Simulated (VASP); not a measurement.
# Ir (Fd-3m) in VASP: a series of runs, part 2 of 2

VASP 6.6.1. The steps go on from the part before.

## (3) Single point, BLYP (volume scaled by 0.88)

Input file INCAR:

```
AGGAC = 1.0
AGGAX = 1.0
ALDAC = 0.0
ALDAX = 1.0
ALGO = Normal
EDIFF = 1E-7
ENCUT = 520
GGA = B5
ISIF = 2
ISMEAR = -1
LASPH = True
LCHARG = True
LELF = True
LREAL = False
LVHAR = True
LWAVE = False
NBANDS = 16
NELM = 80
PREC = Accurate
SIGMA = 0.1
```

Input file KPOINTS:

```
k-points
0
Gamma
  11 11 11
```

Input file POSCAR:

```
Ir
1.0
    0.0000000000      2.7107828402      2.7107828402
    2.7107828402      0.0000000000      2.7107828402
    2.7107828402      2.7107828402      0.0000000000
Ir
2
Direct
    0.1250000000      0.1250000000      0.1250000000
    0.8750000000      0.8750000000      0.8750000000
```

Potentials or basis: VASP PAW PBE potentials, release 64 (Ir).

The run is started by

```
cat potpaw_PBE.64/Ir/POTCAR > POTCAR
mpirun -np 1 vasp_std > vasp.out
```

OUTCAR:

```text
EDIFF = 1E-7
   ENCUT = 520
   GGA = B5
   ISIF = 2
   ISMEAR = -1
   LASPH = True
   LREAL = False
   NELM = 80
   PREC = Accurate

 ion  position               nearest neighbor table
   1  0.125  0.125  0.125-   2 2.35   2 2.35   2 2.35   2 2.35
   2  0.875  0.875  0.875-   1 2.35   1 2.35   1 2.35   1 2.35

  LATTYP: Found a face centered cubic cell.
 ALAT       =     5.4215656804

  Lattice vectors:

 A1 = (   0.0000000000,   2.7107828402,   2.7107828402)
 A2 = (   2.7107828402,   0.0000000000,   2.7107828402)
 A3 = (   2.7107828402,   2.7107828402,   0.0000000000)

Analysis of symmetry for initial positions (statically):
=====================================================================
 Subroutine PRICEL returns:
 Original cell was already a primitive cell.

 Routine SETGRP: Setting up the symmetry group for a
 face centered cubic supercell.

 Subroutine GETGRP returns: Found 48 space group operations
 (whereof 12 operations were pure point group operations)
 out of a pool of 48 trial point group operations.

The static configuration has the point symmetry D_3d.
 The point group associated with its full space group is O_h .

Analysis of symmetry for dynamics (positions and initial velocities):
=====================================================================
 Subroutine PRICEL returns:
 Original cell was already a primitive cell.

 Routine SETGRP: Setting up the symmetry group for a
 face centered cubic supercell.

 Subroutine GETGRP returns: Found 48 space group operations
 (whereof 12 operations were pure point group operations)
 out of a pool of 48 trial point group operations.

The dynamic configuration has the point symmetry D_3d.
 The point group associated with its full space group is O_h .

 Subroutine INISYM returns: Found 48 space group operations
 (whereof 12 operations are pure point group operations),
 and found     1 'primitive' translations

[... 111 lines left out ...]
   IALGO  =     38    algorithm
   IMIX   =      4    mixing-type and parameters
     AMIX     =   0.40;   BMIX     =  1.00
     AMIX_MAG =   1.60;   BMIX_MAG =  1.00
  volume/ion in A,a.u.               =      19.92       134.43
  Fermi-wavevector in a.u.,A,eV,Ry     =   1.256206  2.373886 21.470729  1.578054
  Thomas-Fermi vector in A             =   2.389926
   LORBIT       =      0    0 simple, 1 ext, 2 COOP (PROOUT), +10 PAW based schemes
   GGA     = B5    functional components
   LHFCALC =     F    Hartree Fock is set to
   AEXX    =    0.0000 exact exchange contribution
   IVDW    =     0    specifies the selected vdW correction
   LEPSILON=     F    determine dielectric tensor
   LRPA    =     F    only Hartree local field effects (RPA)
 non-spin polarized calculation
  energy-cutoff  :      520.00
  volume of cell :       39.84
 maximum number of plane-waves:      1082
 NGX is ok and might be reduce to    30
   NGX = 15   NGY = 15   NGZ = 15

 number of electron      18.0000001 magnetization

 Free energy of the ion-electron system (eV)
  ---------------------------------------------------
  ext. energy  EPLUGINS =         0.00000000
  ---------------------------------------------------
  free energy    TOTEN  =       -13.44069479 eV

  energy without entropy =      -13.37922625  energy(sigma->0) =      -13.40996052

 E-fermi :   6.7544     XC(G=0): -10.9226

 val. band max:        6.7366114256   @ k =   0.3636   0.1818   0.0909
 cond. band min:       6.7985478579   @ k =  -0.1818   0.1818   0.0000
 fundamental gap:      0.0619364323
 Fermi energy:         6.7544347520

 k-point     1 :       0.0000    0.0000    0.0000
  band No.  band energies     occupation
      1      -1.7180      2.00000
      2       1.1153      2.00000
      3       1.1153      2.00000
      4       1.6769      2.00000
      5       1.6769      2.00000
      6       1.6769      2.00000
[... 433 lines left out ...]
      3       1.2955      2.00000
      4       1.3075      2.00000
      5       1.8478      2.00000
      6       2.7251      2.00000
[... 8 lines left out ...]
     15      17.7408      0.00000
     16      19.8788      0.00000

 [... further k-points ...]

------------------------ aborting loop because EDIFF is reached ----------------------------------------

  FORCE on cell =-STRESS in cart. coord.  units (eV):
  Direction    XX          YY          ZZ          XY          YZ          ZX
  --------------------------------------------------------------------------------------
  -------------------------------------------------------------------------------------
  Total        7.0929855      7.0929855      7.0929855     -0.0000000      0.0000000      0.0000000
  in kB      285.2498850    285.2498850    285.2498850     -0.0000000      0.0000000      0.0000000
  external PRESSURE =     285.2498850 kB  Pullay stress =       0.0000000 kB

 VOLUME and BASIS-vectors are now :
 -----------------------------------------------------------------------------
  energy-cutoff  :      520.00
  volume of cell :       39.84
      direct lattice vectors                 reciprocal lattice vectors
     0.000000000  2.710782840  2.710782840    -0.184448563  0.184448563  0.184448563
     2.710782840  0.000000000  2.710782840     0.184448563 -0.184448563  0.184448563
     2.710782840  2.710782840  0.000000000     0.184448563  0.184448563 -0.184448563

 POSITION                                       TOTAL-FORCE (eV/Angst)
 -----------------------------------------------------------------------------------
      0.67770      0.67770      0.67770        -0.000000     -0.000000     -0.000000
      4.74387      4.74387      4.74387         0.000000      0.000000      0.000000
 -----------------------------------------------------------------------------------
    total drift:                               -0.000000      0.000000      0.000000

  FREE ENERGIE OF THE ION-ELECTRON SYSTEM (eV)
  ---------------------------------------------------
  free  energy   TOTEN  =       -13.4406947911 eV

  energy  without entropy=      -13.3792262522  energy(sigma->0) =      -13.40996052
```

OSZICAR:

```text
N       E                     dE             d eps       ncg     rms          rms(c)
DAV:   1     0.139089373640E+03    0.13909E+03   -0.81557E+03  1792   0.107E+03
DAV:   2    -0.100279203131E+02   -0.14912E+03   -0.13120E+03  1800   0.285E+02
DAV:   3    -0.142654966374E+02   -0.42376E+01   -0.41839E+01  2296   0.573E+01
DAV:   4    -0.143111925467E+02   -0.45696E-01   -0.45685E-01  2144   0.541E+00
DAV:   5    -0.143123587232E+02   -0.11662E-02   -0.11662E-02  2480   0.857E-01    0.180E+01
DAV:   6    -0.135731191988E+02    0.73924E+00   -0.12036E+00  2416   0.127E+01    0.730E+00
DAV:   7    -0.134570529430E+02    0.11607E+00   -0.19128E-01  2624   0.453E+00    0.212E+00
DAV:   8    -0.134408543640E+02    0.16199E-01   -0.19471E-02  2096   0.112E+00    0.305E-01
DAV:   9    -0.134406479240E+02    0.20644E-03   -0.59998E-04  2216   0.193E-01    0.334E-02
DAV:  10    -0.134406956009E+02   -0.47677E-04   -0.47922E-05  2352   0.535E-02    0.432E-03
DAV:  11    -0.134406949235E+02    0.67741E-06   -0.23180E-06  2400   0.155E-02    0.240E-03
DAV:  12    -0.134406947697E+02    0.15378E-06   -0.16076E-07  2152   0.284E-03    0.323E-04
DAV:  13    -0.134406947911E+02   -0.21359E-07   -0.70672E-09  1392   0.942E-04
   1 F= -.13440695E+02 E0= -.13409961E+02  d E =-.614685E-01
```

stdout:

```text
POSCAR found type information on POSCAR Ir
 POSCAR found :  1 types and       2 ions
 scaLAPACK will be used
 -----------------------------------------------------------------------------
|                                                                             |
|                                                                             |
|     You enforced a specific xc type in the INCAR file but a different       |
|     I HOPE YOU KNOW WHAT YOU ARE DOING!                                     |
|                                                                             |
 -----------------------------------------------------------------------------

 LDA part: xc-table for (Slater(with rela. corr.)+VWN5), standard interpolation
 POSCAR, INCAR and KPOINTS ok, starting setup
 FFT: planning ... GRIDC
 FFT: planning ... GRID_SOFT
 FFT: planning ... GRID
 WAVECAR not read
 entering main loop
```

It took 30 s on 1 thread of Intel Xeon 6975P-C (Granite Rapids), shared host; peak memory 0.18 GiB.

What came out:

| Item | Value |
| --- | --- |
| Free energy | -13.4407 eV |
| Pressure | 28.5 GPa |
| Band gap on the k mesh | zero (band 9 reaches 7.86 eV, above the bottom of band 10 at 6.23 eV) |

Caveat: the PAW data sets were made with another functional, which shifts forces and pressure a little; spin-orbit coupling is left out, which moves the levels of the heavy elements.
